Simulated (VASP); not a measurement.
# W (Pm-3m) in VASP: notebook

W is run at these levels: PBE; tasks: single point, relaxation of cell and atoms.

Program: VASP 6.6.1. These are calculated values, not measurements. Logs are shortened: lines on timing, memory, paths and dates and some standing lists are left out, and cuts for length are marked.

**1. The cell of the first run**

Symmetry: Pm-3m, No. 221, cubic system. Conventional cell: a = 2.565 Å, b = 2.565 Å, c = 2.565 Å, α = 90.00°, β = 90.00°, γ = 90.00°. W (site symmetry m-3m) has 6 W at 2.57 Å within 3.4 Å.

**2. Single point, PBE (volume scaled by 0.92)**

File INCAR:

```
PREC = Accurate ; ENCUT = 520
EDIFF = 1E-7 ; ISMEAR = -1
SIGMA = 0.1 ; LREAL = F
LASPH = T ; NELM = 80
ALGO = Normal ; ISIF = 2
LWAVE = F ; LCHARG = T
GGA = PE ; LELF = T
LVHAR = T ; NBANDS = 13
```

File KPOINTS:

```
regular mesh
0
Gamma
  16 16 16
```

File POSCAR:

```
W
1.0
    2.5653364965      0.0000000000      0.0000000000
    0.0000000000      2.5653364965      0.0000000000
    0.0000000000      0.0000000000      2.5653364965
W
1
Direct
    0.0000000000      0.0000000000      0.0000000000
```

Potentials or basis: VASP PAW PBE potentials, release 64 (W_sv).

On the command line:

```bash
$ cat potpaw_PBE.64/W_sv/POTCAR > POTCAR
$ mpirun -np 1 vasp_std > vasp.out
```

OUTCAR:

```text
PREC = Accurate
   ENCUT = 520
   EDIFF = 1E-7
   ISMEAR = -1
   LREAL = F
   LASPH = T
   NELM = 80
   ISIF = 2
   GGA = PE

 ion  position               nearest neighbor table
   1  0.000  0.000  0.000-

  LATTYP: Found a simple cubic cell.
 ALAT       =     2.5653364965

  Lattice vectors:

 A1 = (   2.5653364965,   0.0000000000,   0.0000000000)
 A2 = (   0.0000000000,   2.5653364965,   0.0000000000)
 A3 = (   0.0000000000,   0.0000000000,   2.5653364965)

Analysis of symmetry for initial positions (statically):
=====================================================================
 Subroutine PRICEL returns:
 Original cell was already a primitive cell.

 Routine SETGRP: Setting up the symmetry group for a
 simple cubic supercell.

 Subroutine GETGRP returns: Found 48 space group operations
 (whereof 48 operations were pure point group operations)
 out of a pool of 48 trial point group operations.

The static configuration has the point symmetry O_h .

Analysis of symmetry for dynamics (positions and initial velocities):
=====================================================================
 Subroutine PRICEL returns:
 Original cell was already a primitive cell.

 Routine SETGRP: Setting up the symmetry group for a
 simple cubic supercell.

 Subroutine GETGRP returns: Found 48 space group operations
 (whereof 48 operations were pure point group operations)
 out of a pool of 48 trial point group operations.

The dynamic configuration has the point symmetry O_h .

 Subroutine INISYM returns: Found 48 space group operations
 (whereof 48 operations are pure point group operations),
 and found     1 'primitive' translations

----------------------------------------------------------------------------------------

                                     Primitive cell

  volume of cell :      16.8824

  direct lattice vectors                    reciprocal lattice vectors
     2.565336497  0.000000000  0.000000000     0.389812409  0.000000000  0.000000000
     0.000000000  2.565336497  0.000000000     0.000000000  0.389812409  0.000000000
     0.000000000  0.000000000  2.565336497     0.000000000  0.000000000  0.389812409

  length of vectors
     2.565336497  2.565336497  2.565336497     0.389812409  0.389812409  0.389812409

  position of ions in fractional coordinates (direct lattice)
     0.000000000  0.000000000  0.000000000

  ion indices of the primitive-cell ions
   primitive index   ion index
                 1           1

----------------------------------------------------------------------------------------

 KPOINTS: regular mesh

Automatic generation of k-mesh.
 Grid dimensions read from file:
 generate k-points for:   16   16   16

 Generating k-lattice:

  Cartesian coordinates                     Fractional coordinates (reciprocal lattice)
     0.024363276  0.000000000  0.000000000     0.062500000  0.000000000  0.000000000
     0.000000000  0.024363276  0.000000000     0.000000000  0.062500000  0.000000000
     0.000000000  0.000000000  0.024363276     0.000000000  0.000000000  0.062500000

  Length of vectors
     0.024363276  0.024363276  0.024363276

  Shift w.r.t. Gamma in fractional coordinates (k-lattice)
     0.000000000  0.000000000  0.000000000

 Subroutine IBZKPT returns following result:
 ===========================================

 Found    165 irreducible k-points:

 Following reciprocal coordinates:
            Coordinates               Weight
  0.000000  0.000000  0.000000      1.000000
  0.062500  0.000000  0.000000      6.000000
  0.125000  0.000000  0.000000      6.000000
  0.187500  0.000000  0.000000      6.000000
  0.250000  0.000000  0.000000      6.000000
  0.312500  0.000000  0.000000      6.000000
[... 16 lines left out ...]
  0.437500  0.125000  0.000000     24.000000
  0.500000  0.125000  0.000000     12.000000
 [... further k-points ...]
   k-points           NKPTS =    165   k-points in BZ     NKDIM =    165   number of bands    NBANDS=     13
   number of dos      NEDOS =    301   number of ions     NIONS =      1
   total plane-waves  NPLWV =   8000
   dimension x,y,z NGX =    20 NGY =   20 NGZ =   20
   dimension x,y,z NGXF=    40 NGYF=   40 NGZF=   40
   ions per type =               1
   NGX,Y,Z   is equivalent  to a cutoff of  12.96, 12.96, 12.96 a.u.
   NGXF,Y,Z  is equivalent  to a cutoff of  25.92, 25.92, 25.92 a.u.
 SYSTEM =  unknown system
   PREC   = accura    normal or accurate (medium, high low for compatibility)
   ISTART =      0    job   : 0-new  1-cont  2-samecut
   ICHARG =      2    charge: 1-file 2-atom 10-const
   ISPIN  =      1    spin polarized calculation?
   LNONCOLLINEAR =      F non collinear calculations
   LSORBIT =      F    spin-orbit coupling
   LASPH  =      T    aspherical Exc in radial PAW
   ENCUT  =  520.0 eV  38.22 Ry    6.18 a.u.   4.77  4.77  4.77*2*pi/ulx,y,z
   NELM   =     80;   NELMIN=  2; NELMDL= -5     # of ELM steps
   EDIFF  = 0.1E-06   stopping-criterion for ELM
   LREAL  =      F    real-space projection
   EDIFFG = 0.1E-05   stopping-criterion for IOM
   NSW    =      0    number of steps for IOM
   IBRION =     -1    ionic relax: 0-MD 1-quasi-New 2-CG
   NFREE  =      0    steps in history (QN), initial steepest desc. (CG)
   ISIF   =      2    stress and relaxation
   ISYM   =      2    0-nonsym 1-usesym 2-fastsym
   POTIM  = 0.5000    time-step for ionic-motion
   TEBEG  =    0.0;   TEEND  =   0.0 temperature during run
   PSTRESS=    0.0 pullay stress
   NELECT =      14.0000    total number of electrons
   NUPDOWN=      -1.0000    fix difference up-down
   EMIN   =  10.00;   EMAX   =-10.00  energy-range for DOS
   EFERMI =   0.00;   METHOD = LEGACY
   ISMEAR =    -1;   SIGMA  =   0.10  broadening in eV -4-tet -1-fermi 0-gaus
   EFERMI_NEDOS =   21; number of points for ismear=-14 and -15
   IALGO  =     38    algorithm
   IMIX   =      4    mixing-type and parameters
     AMIX     =   0.40;   BMIX     =  1.00
     AMIX_MAG =   1.60;   BMIX_MAG =  1.00
  volume/ion in A,a.u.               =      16.88       113.93
  Fermi-wavevector in a.u.,A,eV,Ry     =   1.538060  2.906511 32.186315  2.365627
  Thomas-Fermi vector in A             =   2.644481
   LORBIT       =      0    0 simple, 1 ext, 2 COOP (PROOUT), +10 PAW based schemes
   GGA     = PE    functional components
   LHFCALC =     F    Hartree Fock is set to
   AEXX    =    0.0000 exact exchange contribution
   IVDW    =     0    specifies the selected vdW correction
   LEPSILON=     F    determine dielectric tensor
   LRPA    =     F    only Hartree local field effects (RPA)
 non-spin polarized calculation
  energy-cutoff  :      520.00
  volume of cell :       16.88
 maximum number of plane-waves:       480
 NGX is ok and might be reduce to    20
   NGX =  9   NGY =  9   NGZ =  9

 number of electron      14.0000004 magnetization

 Free energy of the ion-electron system (eV)
  ---------------------------------------------------
  ext. energy  EPLUGINS =         0.00000000
  ---------------------------------------------------
  free energy    TOTEN  =       -11.43370424 eV

  energy without entropy =      -11.40919829  energy(sigma->0) =      -11.42145126

 E-fermi :  10.4272     XC(G=0): -13.1363

 val. band max:       10.4248201968   @ k =   0.4375   0.3750   0.1250
 cond. band min:      10.4306226222   @ k =   0.3750   0.3125   0.1875
 fundamental gap:      0.0058024254
 Fermi energy:        10.4271781554

 k-point     1 :       0.0000    0.0000    0.0000
  band No.  band energies     occupation
      1     -63.5950      2.00000
      2     -27.0788      2.00000
      3     -27.0788      2.00000
      4     -27.0788      2.00000
      5       1.4619      2.00000
      6       5.6725      2.00000
      7       5.6725      2.00000
      8      15.7039      0.00000
      9      15.7039      0.00000
     10      15.7039      0.00000
     11      25.8252      0.00000
     12      25.8252      0.00000
     13      25.8252      0.00000

 k-point     2 :       0.0625    0.0000    0.0000
  band No.  band energies     occupation
      1     -63.5899      2.00000
      2     -27.1466      2.00000
      3     -27.0732      2.00000
      4     -27.0732      2.00000
      5       1.6014      2.00000
      6       5.7088      2.00000
      7       5.8264      2.00000
      8      15.4543      0.00000
      9      15.4543      0.00000
     10      15.7208      0.00000
     11      25.0934      0.00000
     12      26.1404      0.00000
     13      26.1404      0.00000

 k-point     3 :       0.1250    0.0000    0.0000
  band No.  band energies     occupation
      1     -63.5755      2.00000
      2     -27.3365      2.00000
      3     -27.0571      2.00000
      4     -27.0571      2.00000
      5       1.9900      2.00000
      6       5.8139      2.00000
      7       6.2851      2.00000
      8      14.8139      0.00000
      9      14.8139      0.00000
     10      15.7691      0.00000
     11      23.5784      0.00000
     12      26.9651      0.00000
     13      26.9651      0.00000
[... 305 lines left out ...]
 k-point    23 :       0.4375    0.1250    0.0000
  band No.  band energies     occupation
      1     -63.4472      2.00000
      2     -28.6111      2.00000
      3     -27.1793      2.00000
      4     -26.9141      2.00000
      5       5.5055      2.00000
      6       7.2784      2.00000
      7       8.3591      2.00000
      8      11.6612      0.00001
      9      12.5546      0.00000
     10      15.3969      0.00000
     11      20.4736      0.00000
     12      25.6643      0.00000
     13      28.9408      0.00000

 k-point    24 :       0.5000    0.1250    0.0000
  band No.  band energies     occupation
      1     -63.4420      2.00000
      2     -28.6673      2.00000
      3     -27.1730      2.00000
      4     -26.9083      2.00000
      5       5.7084      2.00000
      6       7.3793      2.00000
      7       8.1527      2.00000
      8      11.5453      0.00003
      9      12.6827      0.00000
     10      15.4192      0.00000
     11      20.6683      0.00000
     12      25.4681      0.00000
     13      29.4866      0.00000

 [... further k-points ...]

------------------------ aborting loop because EDIFF is reached ----------------------------------------

  FORCE on cell =-STRESS in cart. coord.  units (eV):
  Direction    XX          YY          ZZ          XY          YZ          ZX
  --------------------------------------------------------------------------------------
  -------------------------------------------------------------------------------------
  Total        2.3688422      2.3688422      2.3688422      0.0000000      0.0000000     -0.0000000
  in kB      224.8090001    224.8090001    224.8090001      0.0000000      0.0000000     -0.0000000
  external PRESSURE =     224.8090001 kB  Pullay stress =       0.0000000 kB

 VOLUME and BASIS-vectors are now :
 -----------------------------------------------------------------------------
  energy-cutoff  :      520.00
  volume of cell :       16.88
      direct lattice vectors                 reciprocal lattice vectors
     2.565336497  0.000000000  0.000000000     0.389812409  0.000000000  0.000000000
     0.000000000  2.565336497  0.000000000     0.000000000  0.389812409  0.000000000
     0.000000000  0.000000000  2.565336497     0.000000000  0.000000000  0.389812409

 POSITION                                       TOTAL-FORCE (eV/Angst)
 -----------------------------------------------------------------------------------
      0.00000      0.00000      0.00000         0.000000      0.000000      0.000000
 -----------------------------------------------------------------------------------
    total drift:                                0.000000      0.000000      0.000000

  FREE ENERGIE OF THE ION-ELECTRON SYSTEM (eV)
  ---------------------------------------------------
  free  energy   TOTEN  =       -11.4337042389 eV

  energy  without entropy=      -11.4091982906  energy(sigma->0) =      -11.42145126
```

Run time: 45 s. Hardware: 1 thread of Intel Xeon 8259CL, shared host; peak memory 0.15 GiB.

What came out:

```yaml
Free_energy: -11.4337 eV
Pressure: 22.5 GPa
Band_gap_on_the_k_mesh: zero (band 7 reaches 12.51 eV, above the bottom of band 8 at 9.21 eV)
```

Caveat: spin-orbit coupling is left out, which moves the levels of the heavy elements.

(Continued in part 2 of 2.)
